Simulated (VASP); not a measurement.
CuO, 4 atoms in the cell. Symmetry: P6_3mc, No. 186, hexagonal system. Conventional cell: a = 3.288 Å, b = 3.288 Å, c = 5.385 Å, α = 90.00°, β = 90.00°, γ = 120.00°. Within 2.7 Å of Cu (site symmetry 3m) lie 4 O at 2.01 to 2.02 Å. Within 2.7 Å of O (site symmetry 3m) lie 4 Cu at 2.01 to 2.02 Å. 

```yaml
Program: VASP 6.6.1
Task: single point
Functional: PBE
Potentials_or_basis: VASP PAW PBE potentials, release 64 (Cu, O)
Cutoff: 520 eV
k_mesh: 9 × 9 × 5
Occupations: fermi-dirac, width 0.05 eV
Spin: no spin polarisation
Hubbard_terms: Cu d U = 3.0 eV
Dipole_correction: no
Further_INCAR_settings: ALGO = Normal; EDIFF = 1e-06; NBANDS = 25
```

Potentials or basis: VASP PAW PBE potentials, release 64 (Cu, O).

Run with:

```sh
$ cat potpaw_PBE.64/Cu/POTCAR potpaw_PBE.64/O/POTCAR > POTCAR
$ mpirun -np 1 vasp_std > vasp.out
```

Hardware: 1 thread of Intel Xeon 8259CL (shared host).

Question: How long does it take, and how much memory?

Answer: It took 41 s on 1 thread of Intel Xeon 8259CL, with other jobs on the host, peak memory 0.18 GiB. Counts: scf iterations 14, k points 36.
